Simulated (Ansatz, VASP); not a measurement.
**Na2S in VASP and in Ansatz**

```
Na S
1.0
     3.19317    3.19317    0.00000
    -3.19317    3.19317    0.00000
     0.00000    3.19317    3.19317
Na S
2 1
Direct
  0.25000 0.75000 0.50000
  0.75000 0.25000 0.50000
  0.00000 0.00000 0.00000
```

Alike in both runs: task single point; functional r2SCAN; k mesh 6 × 6 × 6; no spin polarisation.

|  | VASP | Ansatz |
| --- | --- | --- |
| version | VASP 6.6.1 | Ansatz 0.2.0 |
| potentials or method | VASP PAW PBE potentials, release 64 (Na_pv, S) | PAW with Ansatz's default frozen-core files, scalar-relativistic |
| plane-wave cutoff (eV) | 550 | 500 |
| occupations | gaussian, width 0.01 eV | fixed |
| valence electrons in the cell | 20 | 24 |

VASP gave:

* gap on the k mesh at the Fermi level (eV): 3.32
* pressure (GPa): 1.9

Q: Estimate Ansatz's values.

A: gap on the k mesh at the Fermi level (eV): 3.30; pressure (GPa): 2.0.

VASP's potentials were made for PBE, not for r2SCAN. VASP's potentials hold 20 valence electrons a cell and Ansatz's 24, so a difference there can come from the potentials and not from the codes.
